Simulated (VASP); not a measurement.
# TaRu (P4/mmm) in VASP: notebook, part 2 of 2

VASP 6.6.1.

## (3) Single point, LDA (volume scaled by 1.02, then relaxed in part)

The input, INCAR:

```
PREC = Accurate
ENCUT = 520
EDIFF = 1E-6
ISMEAR = -1
SIGMA = 0.15
LREAL = False
LASPH = True
NELM = 80
ALGO = Fast
ISIF = 2
LWAVE = False
LCHARG = False
NBANDS = 20
```

The input, KPOINTS:

```
Automatic mesh
0
Gamma
  14 14 12
```

The input, POSCAR:

```
TaRu
1.0
    3.0255796688      0.0000000000      0.0000000000
    0.0000000000      3.0255796688      0.0000000000
    0.0000000000      0.0000000000      3.3846520968
Ta Ru
1 1
Direct
    0.5000000000      0.5000000000      0.5000000000
    0.0000000000      0.0000000000      0.0000000000
```

Potentials or basis: VASP PAW LDA potentials, release 64 (Ta_pv, Ru_pv).

Command:

```sh
cat potpaw_LDA.64/Ta_pv/POTCAR potpaw_LDA.64/Ru_pv/POTCAR > POTCAR
mpirun -np 1 vasp_std > vasp.out
```

OUTCAR:

```text
PREC = Accurate
   ENCUT = 520
   EDIFF = 1E-6
   ISMEAR = -1
   LREAL = False
   LASPH = True
   NELM = 80
   ISIF = 2

 ion  position               nearest neighbor table
   1  0.500  0.500  0.500-   2 2.73   2 2.73   2 2.73   2 2.73   2 2.73   2 2.73   2 2.73   2 2.73

   2  0.000  0.000  0.000-   1 2.73   1 2.73   1 2.73   1 2.73   1 2.73   1 2.73   1 2.73   1 2.73

  LATTYP: Found a simple tetragonal cell.
 ALAT       =     3.0255796688
 C/A-ratio  =     1.1186788871

  Lattice vectors:

 A1 = (   3.0255796688,   0.0000000000,   0.0000000000)
 A2 = (   0.0000000000,   3.0255796688,   0.0000000000)
 A3 = (   0.0000000000,   0.0000000000,   3.3846520968)

Analysis of symmetry for initial positions (statically):
=====================================================================
 Subroutine PRICEL returns:
 Original cell was already a primitive cell.

 Routine SETGRP: Setting up the symmetry group for a
 simple tetragonal supercell.

 Subroutine GETGRP returns: Found 16 space group operations
 (whereof 16 operations were pure point group operations)
 out of a pool of 16 trial point group operations.

The static configuration has the point symmetry D_4h.

Analysis of symmetry for dynamics (positions and initial velocities):
=====================================================================
 Subroutine PRICEL returns:
 Original cell was already a primitive cell.

 Routine SETGRP: Setting up the symmetry group for a
 simple tetragonal supercell.

 Subroutine GETGRP returns: Found 16 space group operations
 (whereof 16 operations were pure point group operations)
 out of a pool of 16 trial point group operations.

The dynamic configuration has the point symmetry D_4h.

 Subroutine INISYM returns: Found 16 space group operations
 (whereof 16 operations are pure point group operations),
 and found     1 'primitive' translations

----------------------------------------------------------------------------------------

                                     Primitive cell

  volume of cell :      30.9836

  direct lattice vectors                    reciprocal lattice vectors
     3.025579669  0.000000000  0.000000000     0.330515177  0.000000000  0.000000000
     0.000000000  3.025579669  0.000000000     0.000000000  0.330515177  0.000000000
     0.000000000  0.000000000  3.384652097     0.000000000  0.000000000  0.295451341

  length of vectors
     3.025579669  3.025579669  3.384652097     0.330515177  0.330515177  0.295451341

  position of ions in fractional coordinates (direct lattice)
     0.500000000  0.500000000  0.500000000
     0.000000000  0.000000000  0.000000000

  ion indices of the primitive-cell ions
   primitive index   ion index
                 1           1
                 2           2

----------------------------------------------------------------------------------------

 KPOINTS: Automatic mesh

Automatic generation of k-mesh.
 Grid dimensions read from file:
 generate k-points for:   14   14   12

 Generating k-lattice:

  Cartesian coordinates                     Fractional coordinates (reciprocal lattice)
     0.023608227  0.000000000  0.000000000     0.071428571  0.000000000  0.000000000
     0.000000000  0.023608227  0.000000000     0.000000000  0.071428571  0.000000000
     0.000000000  0.000000000  0.024620945     0.000000000  0.000000000  0.083333333

  Length of vectors
     0.023608227  0.023608227  0.024620945

  Shift w.r.t. Gamma in fractional coordinates (k-lattice)
     0.000000000  0.000000000  0.000000000

 Subroutine IBZKPT returns following result:
 ===========================================

 Found    252 irreducible k-points:

 Following reciprocal coordinates:
            Coordinates               Weight
  0.000000  0.000000  0.000000      1.000000
  0.071429  0.000000  0.000000      4.000000
  0.142857  0.000000  0.000000      4.000000
  0.214286  0.000000  0.000000      4.000000
  0.285714  0.000000  0.000000      4.000000
  0.357143  0.000000  0.000000      4.000000
[... 16 lines left out ...]
  0.285714  0.214286  0.000000      8.000000
  0.357143  0.214286  0.000000      8.000000
 [... further k-points ...]
   k-points           NKPTS =    252   k-points in BZ     NKDIM =    252   number of bands    NBANDS=     20
   number of dos      NEDOS =    301   number of ions     NIONS =      2
   total plane-waves  NPLWV =  16128
   dimension x,y,z NGX =    24 NGY =   24 NGZ =   28
   dimension x,y,z NGXF=    48 NGYF=   48 NGZF=   56
   ions per type =               1   1
   NGX,Y,Z   is equivalent  to a cutoff of  13.19, 13.19, 13.75 a.u.
   NGXF,Y,Z  is equivalent  to a cutoff of  26.37, 26.37, 27.51 a.u.
 SYSTEM =  unknown system
   PREC   = accura    normal or accurate (medium, high low for compatibility)
   ISTART =      0    job   : 0-new  1-cont  2-samecut
   ICHARG =      2    charge: 1-file 2-atom 10-const
   ISPIN  =      1    spin polarized calculation?
   LNONCOLLINEAR =      F non collinear calculations
   LSORBIT =      F    spin-orbit coupling
   LASPH  =      T    aspherical Exc in radial PAW
   ENCUT  =  520.0 eV  38.22 Ry    6.18 a.u.   5.63  5.63  6.29*2*pi/ulx,y,z
   NELM   =     80;   NELMIN=  2; NELMDL= -5     # of ELM steps
   EDIFF  = 0.1E-05   stopping-criterion for ELM
   LREAL  =      F    real-space projection
   EDIFFG = 0.1E-04   stopping-criterion for IOM
   NSW    =      0    number of steps for IOM
   IBRION =     -1    ionic relax: 0-MD 1-quasi-New 2-CG
   NFREE  =      0    steps in history (QN), initial steepest desc. (CG)
   ISIF   =      2    stress and relaxation
   ISYM   =      2    0-nonsym 1-usesym 2-fastsym
   POTIM  = 0.5000    time-step for ionic-motion
   TEBEG  =    0.0;   TEEND  =   0.0 temperature during run
   PSTRESS=    0.0 pullay stress
   NELECT =      25.0000    total number of electrons
   NUPDOWN=      -1.0000    fix difference up-down
   EMIN   =  10.00;   EMAX   =-10.00  energy-range for DOS
   EFERMI =   0.00;   METHOD = LEGACY
   ISMEAR =    -1;   SIGMA  =   0.15  broadening in eV -4-tet -1-fermi 0-gaus
   EFERMI_NEDOS =   21; number of points for ismear=-14 and -15
   IALGO  =     68    algorithm
   IMIX   =      4    mixing-type and parameters
     AMIX     =   0.40;   BMIX     =  1.00
     AMIX_MAG =   1.60;   BMIX_MAG =  1.00
  volume/ion in A,a.u.               =      15.49       104.54
  Fermi-wavevector in a.u.,A,eV,Ry     =   1.524092  2.880116 31.604367  2.322855
  Thomas-Fermi vector in A             =   2.632446
   LORBIT       =      0    0 simple, 1 ext, 2 COOP (PROOUT), +10 PAW based schemes
   GGA     = CA    functional components
   LHFCALC =     F    Hartree Fock is set to
   AEXX    =    0.0000 exact exchange contribution
   IVDW    =     0    specifies the selected vdW correction
   LEPSILON=     F    determine dielectric tensor
   LRPA    =     F    only Hartree local field effects (RPA)
 non-spin polarized calculation
 RMM-DIIS sequential band-by-band and
  energy-cutoff  :      520.00
  volume of cell :       30.98
 maximum number of plane-waves:       849
 NGX is ok and might be reduce to    24
   NGX = 11   NGY = 11   NGZ = 13

 number of electron      25.0000002 magnetization

 Free energy of the ion-electron system (eV)
  ---------------------------------------------------
  ext. energy  EPLUGINS =         0.00000000
  ---------------------------------------------------
  free energy    TOTEN  =       -24.13271662 eV

  energy without entropy =      -23.99417800  energy(sigma->0) =      -24.06344731

 E-fermi :   9.4343     XC(G=0): -13.5931

 val. band max:        9.4323248042   @ k =   0.3571   0.0714   0.3333
 cond. band min:       9.4375426934   @ k =   0.1429   0.1429   0.4167
 fundamental gap:      0.0052178892
 Fermi energy:         9.4343466096

 k-point     1 :       0.0000    0.0000    0.0000
  band No.  band energies     occupation
      1     -33.3200      2.00000
      2     -33.2424      2.00000
      3     -33.2424      2.00000
      4     -25.1489      2.00000
      5     -24.9898      2.00000
      6     -24.9898      2.00000
[... 12 lines left out ...]
     19      19.1028      0.00000
     20      19.1028      0.00000

 k-point     2 :       0.0714    0.0000    0.0000
  band No.  band energies     occupation
      1     -33.3182      2.00000
      2     -33.2509      2.00000
      3     -33.2412      2.00000
      4     -25.1489      2.00000
      5     -25.0169      2.00000
      6     -24.9889      2.00000
[... 498 lines left out ...]
 k-point    24 :       0.3571    0.2143    0.0000
  band No.  band energies     occupation
      1     -33.3802      2.00000
      2     -33.2977      2.00000
      3     -33.2833      2.00000
      4     -25.3839      2.00000
      5     -25.1520      2.00000
      6     -25.1295      2.00000
[... 12 lines left out ...]
     19      19.6621      0.00000
     20      21.3526      0.00000

 [... further k-points ...]
[... 5 lines left out ...]
  --------------------------------------------------------------------------------------
  -------------------------------------------------------------------------------------
  Total       -0.8625801     -0.8625801     -0.8732467      0.0000000      0.0000000      0.0000000
  in kB      -44.6045128    -44.6045128    -45.1560909      0.0000000      0.0000000      0.0000000
  external PRESSURE =     -44.7883722 kB  Pullay stress =       0.0000000 kB

 VOLUME and BASIS-vectors are now :
 -----------------------------------------------------------------------------
  energy-cutoff  :      520.00
  volume of cell :       30.98
      direct lattice vectors                 reciprocal lattice vectors
     3.025579669  0.000000000  0.000000000     0.330515177  0.000000000  0.000000000
     0.000000000  3.025579669  0.000000000     0.000000000  0.330515177  0.000000000
     0.000000000  0.000000000  3.384652097     0.000000000  0.000000000  0.295451341

 POSITION                                       TOTAL-FORCE (eV/Angst)
 -----------------------------------------------------------------------------------
      1.51279      1.51279      1.69233         0.000000      0.000000      0.000000
      0.00000      0.00000      0.00000         0.000000      0.000000      0.000000
 -----------------------------------------------------------------------------------
    total drift:                                0.000000      0.000000     -0.000000

  FREE ENERGIE OF THE ION-ELECTRON SYSTEM (eV)
  ---------------------------------------------------
  free  energy   TOTEN  =       -24.1327166190 eV

  energy  without entropy=      -23.9941779956  energy(sigma->0) =      -24.06344731
```

stdout:

```text
POSCAR found type information on POSCAR TaRu
 POSCAR found :  2 types and       2 ions
 scaLAPACK will be used
 LDA part: xc-table for (Slater(with rela. corr.)+CA(PZ))
 , standard interpolation
 POSCAR, INCAR and KPOINTS ok, starting setup
 FFT: planning ... GRIDC
 FFT: planning ... GRID_SOFT
 FFT: planning ... GRID
 WAVECAR not read
 entering main loop
```

Run time: 1.7 min. Hardware: 1 thread of Intel Xeon Platinum 8259CL at 2.50GHz (Skylake/Cascade Lake), shared host; peak memory 0.25 GiB.

Results:

```yaml
Free_energy: -24.1327 eV
Pressure: -4.5 GPa
```

Caveat: spin-orbit coupling is left out, which moves the levels of the heavy elements.

## (4) Single point, LDA

The input, INCAR:

```
ALGO = Normal
EDIFF = 1E-6
ENCUT = 600
GGA = CA
GGA_COMPAT = F
ISIF = 2
ISMEAR = 0
LASPH = T
LCHARG = T
LELF = T
LREAL = F
LVHAR = T
LWAVE = F
NBANDS = 22
NELM = 120
PREC = Accurate
SIGMA = 0.1
```

The input, KPOINTS:

```
k-points
0
Gamma
  14 14 12
```

The input, POSCAR:

```
TaRu
1.0
    3.0019129092      0.0000000000      0.0000000000
    0.0000000000      3.0019129092      0.0000000000
    0.0000000000      0.0000000000      3.3669670701
Ta Ru
1 1
Direct
    0.5000000000      0.5000000000      0.5000000000
    0.0000000000      0.0000000000      0.0000000000
```

Potentials or basis: VASP PAW LDA potentials, release 64 (Ta_sv_GW, Ru_sv).

Command:

```sh
cat potpaw_LDA.64/Ta_sv_GW/POTCAR potpaw_LDA.64/Ru_sv/POTCAR > POTCAR
mpirun -np 1 vasp_std > vasp.out
```

OUTCAR:

```text
EDIFF = 1E-6
   ENCUT = 600
   GGA = CA
   ISIF = 2
   ISMEAR = 0
   LASPH = T
   LREAL = F
   NELM = 120
   PREC = Accurate

 ion  position               nearest neighbor table
   1  0.500  0.500  0.500-   2 2.71   2 2.71   2 2.71   2 2.71   2 2.71   2 2.71   2 2.71   2 2.71

   2  0.000  0.000  0.000-   1 2.71   1 2.71   1 2.71   1 2.71   1 2.71   1 2.71   1 2.71   1 2.71

  LATTYP: Found a simple tetragonal cell.
 ALAT       =     3.0019129092
 C/A-ratio  =     1.1216071791

  Lattice vectors:

 A1 = (   3.0019129092,   0.0000000000,   0.0000000000)
 A2 = (   0.0000000000,   3.0019129092,   0.0000000000)
 A3 = (   0.0000000000,   0.0000000000,   3.3669670701)

Analysis of symmetry for initial positions (statically):
=====================================================================
 Subroutine PRICEL returns:
 Original cell was already a primitive cell.

 Routine SETGRP: Setting up the symmetry group for a
 simple tetragonal supercell.

 Subroutine GETGRP returns: Found 16 space group operations
 (whereof 16 operations were pure point group operations)
 out of a pool of 16 trial point group operations.

[... 154 lines left out ...]

 Free energy of the ion-electron system (eV)
  ---------------------------------------------------
  ext. energy  EPLUGINS =         0.00000000
  ---------------------------------------------------
  free energy    TOTEN  =       -26.57905669 eV

  energy without entropy =      -26.57188289  energy(sigma->0) =      -26.57546979

 E-fermi :  13.5757     XC(G=0): -14.0489

 val. band max:       13.5694197078   @ k =   0.2143   0.0000   0.2500
 cond. band min:      13.5845380579   @ k =   0.1429   0.1429   0.4167
 fundamental gap:      0.0151183501
 Fermi energy:        13.5756840788

 k-point     1 :       0.0000    0.0000    0.0000
  band No.  band energies     occupation
      1     -58.9470      2.00000
      2     -54.3725      2.00000
      3     -29.1928      2.00000
      4     -29.1199      2.00000
      5     -29.1199      2.00000
      6     -20.9912      2.00000
[... 589 lines left out ...]
     21      25.6971      0.00000
     22      27.8310      0.00000

 [... further k-points ...]
[... 5 lines left out ...]
  --------------------------------------------------------------------------------------
  -------------------------------------------------------------------------------------
  Total        0.0943895      0.0943895      0.0930832      0.0000000      0.0000000      0.0000000
  in kB        4.9842414      4.9842414      4.9152637      0.0000000      0.0000000      0.0000000
  external PRESSURE =       4.9612488 kB  Pullay stress =       0.0000000 kB

 VOLUME and BASIS-vectors are now :
 -----------------------------------------------------------------------------
  energy-cutoff  :      600.00
  volume of cell :       30.34
      direct lattice vectors                 reciprocal lattice vectors
     3.001912909  0.000000000  0.000000000     0.333120923  0.000000000  0.000000000
     0.000000000  3.001912909  0.000000000     0.000000000  0.333120923  0.000000000
     0.000000000  0.000000000  3.366967070     0.000000000  0.000000000  0.297003202

 POSITION                                       TOTAL-FORCE (eV/Angst)
 -----------------------------------------------------------------------------------
      1.50096      1.50096      1.68348         0.000000      0.000000      0.000000
      0.00000      0.00000      0.00000         0.000000      0.000000      0.000000
 -----------------------------------------------------------------------------------
    total drift:                                0.000000      0.000000     -0.000000

  FREE ENERGIE OF THE ION-ELECTRON SYSTEM (eV)
  ---------------------------------------------------
  free  energy   TOTEN  =       -26.5790566863 eV

  energy  without entropy=      -26.5718828914  energy(sigma->0) =      -26.57546979
```

OSZICAR:

```text
N       E                     dE             d eps       ncg     rms          rms(c)
DAV:   1     0.336366369577E+03    0.33637E+03   -0.18303E+04 11104   0.153E+03
DAV:   2    -0.126985639860E+02   -0.34906E+03   -0.33562E+03 12872   0.476E+02
DAV:   3    -0.281929318833E+02   -0.15494E+02   -0.15340E+02 15142   0.977E+01
DAV:   4    -0.284271520264E+02   -0.23422E+00   -0.23415E+00 12448   0.102E+01
DAV:   5    -0.284312654779E+02   -0.41135E-02   -0.41134E-02 15188   0.118E+00    0.846E+01
DAV:   6    -0.269840842498E+02    0.14472E+01   -0.33198E+00 12294   0.970E+00    0.666E+01
DAV:   7    -0.295885569782E+02   -0.26045E+01   -0.18780E+01 12090   0.277E+01    0.235E+01
DAV:   8    -0.266382827797E+02    0.29503E+01   -0.14242E+01 11888   0.213E+01    0.662E+00
DAV:   9    -0.265803248419E+02    0.57958E-01   -0.42517E-01 11874   0.373E+00    0.435E+00
DAV:  10    -0.265792959766E+02    0.10289E-02   -0.88499E-03 13188   0.638E-01    0.238E+00
DAV:  11    -0.265791608787E+02    0.13510E-03   -0.15206E-03 12852   0.355E-01    0.196E+00
DAV:  12    -0.265790938269E+02    0.67052E-04   -0.32321E-04 12462   0.189E-01    0.122E+00
DAV:  13    -0.265790581076E+02    0.35719E-04   -0.76260E-05 12858   0.724E-02    0.283E-01
DAV:  14    -0.265790567857E+02    0.13219E-05   -0.37095E-06 11168   0.167E-02    0.966E-02
DAV:  15    -0.265790566863E+02    0.99411E-07   -0.11808E-06  6996   0.755E-03
   1 F= -.26579057E+02 E0= -.26575470E+02  d E =-.717379E-02
```

stdout:

```text
POSCAR found type information on POSCAR TaRu
 POSCAR found :  2 types and       2 ions
 scaLAPACK will be used
 LDA part: xc-table for (Slater(with rela. corr.)+CA(PZ))
 , standard interpolation
 POSCAR, INCAR and KPOINTS ok, starting setup
 FFT: planning ... GRIDC
 FFT: planning ... GRID_SOFT
 FFT: planning ... GRID
 WAVECAR not read
 entering main loop
```

It took 57 s on 1 thread of Intel Xeon 6975P-C (Granite Rapids), shared host; peak memory 0.32 GiB.

Results:

* Free energy: -26.5791 eV
* Pressure: 0.5 GPa

Caveat: spin-orbit coupling is left out, which moves the levels of the heavy elements.

## (5) Summary

```csv
potentials or basis,cell,cutoff (eV),smearing,second run,gap on the mesh (eV),pressure (GPa)
"VASP PAW LDA potentials, release 64 (Ta_pv, Ru_pv)","a = 3.006, b = 3.006, c = 3.362 Å, 2 atoms",520,fermi-dirac 0.15 eV,-,none,1.0
"VASP PAW LDA potentials, release 64 (Ta_pv, Ru_pv)","a = 3.026, b = 3.026, c = 3.385 Å, 2 atoms",520,fermi-dirac 0.15 eV,-,none,-4.5
"VASP PAW LDA potentials, release 64 (Ta_sv_GW, Ru_sv)","a = 3.002, b = 3.002, c = 3.367 Å, 2 atoms",600,gaussian 0.1 eV,valence_matched,none,0.5
```

Alike in all rows: task single point; level LDA; no spin polarisation; k mesh 14 × 14 × 12.

Caveats: spin-orbit coupling is left out, which moves the levels of the heavy elements.

Absolute energies hang on the potentials; compare differences alone.
